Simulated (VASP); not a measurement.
Wanted: the native input for a VASP 6.6.1 run.

```
Task                   : single point
Functional             : PBE
Potentials or basis    : VASP PAW PBE potentials, release 64 (Be)
Cutoff                 : 520 eV
k mesh                 : 20 × 20 × 20
Occupations            : fermi-dirac, width 0.08 eV
Spin                   : no spin polarisation
Dipole correction      : no
Further INCAR settings : ALGO = Normal; EDIFF = 1e-06; NBANDS = 7
```

The structure of Be lies in POSCAR:

```
Be
1.0
    0.0000000000      1.5789013003      1.5789013003
    1.5789013003      0.0000000000      1.5789013003
    1.5789013003      1.5789013003      0.0000000000
Be
1
Direct
    0.0000000000      0.0000000000      0.0000000000
```

The input as run:

INCAR

```
SYSTEM = Be
PREC = Accurate
ENCUT = 520
EDIFF = 1E-6
ISMEAR = -1
SIGMA = 0.08
LREAL = .FALSE.
LASPH = .TRUE.
NELM = 60
ALGO = Normal
ISIF = 2
LWAVE = .FALSE.
LCHARG = .FALSE.
GGA = PE
NBANDS = 7
```

KPOINTS

```
regular mesh
0
G
  20 20 20
  0 0 0
```

Potentials or basis: VASP PAW PBE potentials, release 64 (Be).

Launch:

```bash
$ cat potpaw_PBE.64/Be/POTCAR > POTCAR
$ mpirun -np 1 vasp_std > vasp.out
```

Results of the run:

The pressure is 0.1 GPa and the band gap on the k mesh is zero (band 1 reaches 8.52 eV, above the bottom of band 2 at 7.51 eV).

Run time: 5.3 s on 1 thread of Intel Xeon 6975P-C (shared host), peak memory 0.12 GiB.
